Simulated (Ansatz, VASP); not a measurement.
# Two plane-wave programs on InP

```xyz
2
Lattice="0.0000 2.9098 2.9714 2.9098 0.0000 2.9714 2.9098 2.9098 0.0000" Properties=species:S:1:pos:R:3 pbc="T T T"
In    0.0000    0.0000    0.0000
P     1.4549    1.4549    1.4857
```

Change from the starting cell: strained cell.

Alike in both runs: task relaxation of the atoms; functional PBEsol; k mesh 10 × 10 × 10; occupations gaussian, width 0.02 eV; no spin polarisation.

```csv
,VASP,Ansatz
version,VASP 6.6.1,Ansatz 0.2.0
potentials or method,"VASP PAW PBE potentials, release 64 (In_d, P), cutoff 450 eV","scalar-relativistic, plane waves, PAW"
valence electrons in the cell,18,18
```

```csv
,VASP,Ansatz,Ansatz less VASP
"gap on the k mesh at the Fermi level, each at its own relaxed structure (eV)",0.58,0.58,+0.001
```

VASP's potentials were made for PBE, not for PBEsol. Ansatz's warnings: stress scf threshold loose.

Noted on VASP's run: the relaxation stopped at its first step, so nothing moved.
